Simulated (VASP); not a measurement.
PbS, 2 atoms in the cell. Symmetry: P-6m2, No. 187, hexagonal system. Conventional cell: a = 3.960 Å, b = 3.960 Å, c = 3.769 Å, α = 90.00°, β = 90.00°, γ = 120.00°. Within 4.0 Å of Pb (site symmetry -6m2) lie 6 S at 2.96 Å and 8 Pb at 3.77 to 3.96 Å. Within 4.0 Å of S (site symmetry -6m2) lie 6 Pb at 2.96 Å and 8 S at 3.77 to 3.96 Å. 

```yaml
Program: VASP 6.6.1
Task: single point
Functional: PBEsol-based screened hybrid with 25 % exact exchange
Potentials_or_basis: VASP PAW PBE potentials, release 64 (Pb_d, S)
Cutoff: 520 eV
k_mesh: 4 × 4 × 4
Occupations: fermi-dirac, width 0.05 eV
Spin: no spin polarisation
Dipole_correction: no
Grid_for_exact_exchange_PRECFOCK: Normal
Share_of_exact_exchange: 0.25
Further_INCAR_settings: ALGO = Normal; EDIFF = 1e-06; NBANDS = 17
Screening_parameter: 0.207 1/Å
```

Potentials or basis: VASP PAW PBE potentials, release 64 (Pb_d, S).

Command:

```console
$ cat potpaw_PBE.64/Pb_d/POTCAR potpaw_PBE.64/S/POTCAR > POTCAR
$ cp INCAR.step1 INCAR
$ mpirun -np 1 vasp_std > vasp.out
$ cp INCAR.step2 INCAR
$ mpirun -np 1 vasp_std > vasp.out
```

Hardware: 1 thread of Intel Xeon 8259CL, on a shared host.

Question: Estimate the wall time of this run.

Answer: Wall time 13 min on 1 thread of Intel Xeon 8259CL, on a shared host, peak memory 0.29 GiB. Counts: k points 12.
